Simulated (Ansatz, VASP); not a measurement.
One calculation of Nb, two programs

```
CELL_PARAMETERS angstrom
0.00000 2.09550 2.09550
2.09550 0.00000 2.09550
2.09550 2.09550 0.00000
ATOMIC_POSITIONS crystal
Nb 0.00000 0.00000 0.00000
```

Alike in both runs: functional PBE; dispersion D4; k mesh 11 × 11 × 11; occupations methfessel-paxton of order 1, width 0.05 eV; no spin polarisation.

Ansatz relaxed the structure, and its values are those at the end. VASP's run is a single point on that final structure, the one shown.

```csv
,VASP,Ansatz
version,VASP 6.6.1,Ansatz 0.2.0
potentials or method,"VASP PAW PBE potentials, release 64 (Nb_sv), cutoff 500 eV","plane waves, PAW"
valence electrons in the cell,13,13
```

VASP gave:

| Item | Value |
| --- | --- |
| pressure (GPa) | -0.4 |

Question: Estimate Ansatz's values.

Answer: Pressure (GPa): 0.0.
